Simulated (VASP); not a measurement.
# Al3Cu (P4/mmm) in VASP: notebook, part 2 of 2

VASP 6.6.1. Earlier steps stand in the parts before.

## Step 3: Single point, r2SCAN

POSCAR

```
Al3Cu
1.0
    2.7784054294      0.0000000000      0.0000000000
    0.0000000000      2.7784054294      0.0000000000
    0.0000000000      0.0000000000      7.5134034100
Al Cu
3 1
Direct
    0.0000000000      0.0000000000      0.5000000000
    0.5000000000      0.5000000000      0.2261155100
    0.5000000000      0.5000000000      0.7738844900
    0.0000000000      0.0000000000      0.0000000000
```

INCAR.step1

```
SYSTEM = Al3Cu
PREC = Accurate
ENCUT = 520
ISMEAR = 0
SIGMA = 0.1
LREAL = .FALSE.
LASPH = .TRUE.
NELM = 60
NBANDS = 18
GGA = PE
ALGO = Normal
EDIFF = 1E-4
LWAVE = .TRUE.
LCHARG = .FALSE.
```

INCAR.step2

```
SYSTEM = Al3Cu
PREC = Accurate
ENCUT = 520
EDIFF = 1E-6
ISMEAR = 0
SIGMA = 0.1
LREAL = .FALSE.
LASPH = .TRUE.
NELM = 60
ALGO = Normal
ISIF = 2
LWAVE = .FALSE.
LCHARG = .FALSE.
METAGGA = R2SCAN
LMIXTAU = .TRUE.
NBANDS = 18
ISTART = 1
```

KPOINTS

```
regular mesh
0
G
  14 14 6
  0 0 0
```

Potentials or basis: VASP PAW PBE potentials, release 64 (Al, Cu).

Launch:

```
$ cat potpaw_PBE.64/Al/POTCAR potpaw_PBE.64/Cu/POTCAR > POTCAR
$ cp INCAR.step1 INCAR
$ mpirun -np 1 vasp_std > vasp.out
$ cp INCAR.step2 INCAR
$ mpirun -np 1 vasp_std > vasp.out
```

OUTCAR:

```text
SYSTEM = Al3Cu
   PREC = Accurate
   ENCUT = 520
   EDIFF = 1E-6
   ISMEAR = 0
   LREAL = .FALSE.
   LASPH = .TRUE.
   NELM = 60
   ISIF = 2
   METAGGA = R2SCAN
   ISTART = 1

 ion  position               nearest neighbor table
   1  0.000  0.000  0.500-   2 2.85   3 2.85   2 2.85   3 2.85   2 2.85   3 2.85   2 2.85   3 2.85

   2  0.500  0.500  0.226-   4 2.60   4 2.60   4 2.60   4 2.60   1 2.85   1 2.85   1 2.85   1 2.85

   3  0.500  0.500  0.774-   4 2.60   4 2.60   4 2.60   4 2.60   1 2.85   1 2.85   1 2.85   1 2.85

   4  0.000  0.000  0.000-   2 2.60   3 2.60   2 2.60   3 2.60   2 2.60   3 2.60   2 2.60   3 2.60

  LATTYP: Found a simple tetragonal cell.
 ALAT       =     2.7784054294
 C/A-ratio  =     2.7042141980

  Lattice vectors:

 A1 = (   2.7784054294,   0.0000000000,   0.0000000000)
 A2 = (   0.0000000000,   2.7784054294,   0.0000000000)
 A3 = (   0.0000000000,   0.0000000000,   7.5134034100)

Analysis of symmetry for initial positions (statically):
=====================================================================
 Subroutine PRICEL returns:
 Original cell was already a primitive cell.
[... 170 lines left out ...]
  ---------------------------------------------------
  free energy    TOTEN  =       -31.42885369 eV

  energy without entropy =      -31.42338555  energy(sigma->0) =      -31.42611962

 E-fermi :   8.6475     XC(G=0): -11.7262

 val. band max:        8.6439298340   @ k =   0.4286   0.3571   0.0000
 cond. band min:       8.6718493773   @ k =   0.2857   0.2143   0.1667
 fundamental gap:      0.0279195433
 Fermi energy:         8.6475045710

 k-point     1 :       0.0000    0.0000    0.0000
  band No.  band energies     occupation
      1      -3.3939      2.00000
      2      -0.8077      2.00000
      3      -0.3990      2.00000
      4       3.9202      2.00000
      5       3.9993      2.00000
      6       4.8444      2.00000
[... 481 lines left out ...]
      5       4.1489      2.00000
      6       4.5249      2.00000
[... 10 lines left out ...]
     17      16.0252      0.00000
     18      16.6884      0.00000

 [... further k-points ...]
[... 5 lines left out ...]
  --------------------------------------------------------------------------------------
  -------------------------------------------------------------------------------------
  Total       -0.2408030     -0.2408030      0.8479938      0.0000000      0.0000000     -0.0000000
  in kB       -6.6518826     -6.6518826     23.4247679      0.0000000      0.0000000     -0.0000000
  external PRESSURE =       3.3736676 kB  Pullay stress =       0.0000000 kB

 VOLUME and BASIS-vectors are now :
 -----------------------------------------------------------------------------
  energy-cutoff  :      520.00
  volume of cell :       58.00
      direct lattice vectors                 reciprocal lattice vectors
     2.778405429  0.000000000  0.000000000     0.359918675  0.000000000  0.000000000
     0.000000000  2.778405429  0.000000000     0.000000000  0.359918675  0.000000000
     0.000000000  0.000000000  7.513403410     0.000000000  0.000000000  0.133095476

 POSITION                                       TOTAL-FORCE (eV/Angst)
 -----------------------------------------------------------------------------------
      0.00000      0.00000      3.75670         0.000000      0.000000     -0.000000
      1.38920      1.38920      1.69890        -0.000000     -0.000000     -0.151419
      1.38920      1.38920      5.81451         0.000000      0.000000      0.151419
      0.00000      0.00000      0.00000         0.000000      0.000000     -0.000000
 -----------------------------------------------------------------------------------
    total drift:                                0.000000      0.000000     -0.000000

  FREE ENERGIE OF THE ION-ELECTRON SYSTEM (eV)
  ---------------------------------------------------
  free  energy   TOTEN  =       -31.4288536881 eV

  energy  without entropy=      -31.4233855498  energy(sigma->0) =      -31.42611962
```

OUTCAR.step1:

```text
SYSTEM = Al3Cu
   PREC = Accurate
   ENCUT = 520
   ISMEAR = 0
   LREAL = .FALSE.
   LASPH = .TRUE.
[... 737 lines left out ...]
      1.38920      1.38920      1.69890         0.000000     -0.000000     -0.083014
      1.38920      1.38920      5.81451        -0.000000      0.000000      0.083014
      0.00000      0.00000      0.00000        -0.000000     -0.000000     -0.000000
 -----------------------------------------------------------------------------------
    total drift:                                0.000000      0.000000     -0.000000

  FREE ENERGIE OF THE ION-ELECTRON SYSTEM (eV)
  ---------------------------------------------------
  free  energy   TOTEN  =       -15.3209734047 eV

  energy  without entropy=      -15.3151299652  energy(sigma->0) =      -15.31805168
```

OSZICAR.step1:

```text
N       E                     dE             d eps       ncg     rms          rms(c)
DAV:   1     0.760561731624E+02    0.76056E+02   -0.83487E+03  5202   0.115E+03
DAV:   2    -0.136571394182E+02   -0.89713E+02   -0.83016E+02  5330   0.215E+02
DAV:   3    -0.180374320879E+02   -0.43803E+01   -0.42186E+01  7168   0.531E+01
DAV:   4    -0.181368607415E+02   -0.99429E-01   -0.99023E-01  7398   0.662E+00
DAV:   5    -0.181394558482E+02   -0.25951E-02   -0.25947E-02  7624   0.107E+00    0.179E+01
DAV:   6    -0.250118387620E+02   -0.68724E+01   -0.10726E+02  6612   0.281E+02    0.163E+01
DAV:   7    -0.161660279705E+02    0.88458E+01   -0.23680E+01  7160   0.847E+01    0.581E+00
DAV:   8    -0.153192467061E+02    0.84678E+00   -0.39606E+00  7466   0.558E+01    0.961E-01
DAV:   9    -0.153541164076E+02   -0.34870E-01   -0.31821E-01  8294   0.760E+00    0.138E+00
DAV:  10    -0.153218864556E+02    0.32230E-01   -0.92722E-02  6988   0.866E+00    0.220E-01
DAV:  11    -0.153212628499E+02    0.62361E-03   -0.48913E-03  8178   0.753E-01    0.127E-01
DAV:  12    -0.153210419257E+02    0.22092E-03   -0.53361E-04  6254   0.421E-01    0.700E-02
DAV:  13    -0.153209734047E+02    0.68521E-04   -0.26835E-04  4138   0.423E-01
   1 F= -.15320973E+02 E0= -.15318052E+02  d E =-.584344E-02
```

Wall time 3.6 min (1 thread of Intel Xeon 6975P-C (Granite Rapids), shared host); peak memory 0.27 GiB.

Results:

```
Free energy            : -31.4289 eV
Pressure               : 0.3 GPa
Largest force          : 0.151 eV/Å
Band gap on the k mesh : zero (band 10 reaches 13.21 eV, above the bottom of band 11 at 6.68 eV)
```

Forces in eV/Å, atoms in the order of the input:
```
Al   0.000  0.000  0.000
Al   0.000  0.000 -0.151
Al   0.000  0.000  0.151
Cu   0.000  0.000  0.000
```

Stress tensor (GPa, compression positive):
```
-0.67  0.00  0.00
 0.00 -0.67  0.00
 0.00  0.00  2.34
```

Levels at points of the mesh, in eV from the Fermi level:
```tsv
k point	band 7	band 8	band 9	band 10	band 11	band 12	band 13	band 14
(0.00, 0.00, 0.00)	-3.80	-3.41	-1.92	0.69	6.43	6.94	6.94	8.19
(0.50, 0.00, 0.00)	-3.89	-3.87	-3.70	-2.53	-1.97	2.82	4.08	4.45
(0.50, 0.50, 0.00)	-2.89	-0.73	-0.50	0.08	0.08	0.36	0.36	0.51
(0.00, 0.00, 0.50)	-3.80	-3.74	-3.41	4.52	6.07	6.43	7.47	7.47
(0.50, 0.00, 0.50)	-3.89	-3.70	-2.84	-1.14	-1.00	0.05	0.93	9.25
(0.50, 0.50, 0.50)	-2.02	-2.01	-2.01	-0.77	-0.71	0.50	1.87	3.35
```

Caveat: the PAW data sets were made with another functional, which shifts forces and pressure a little.
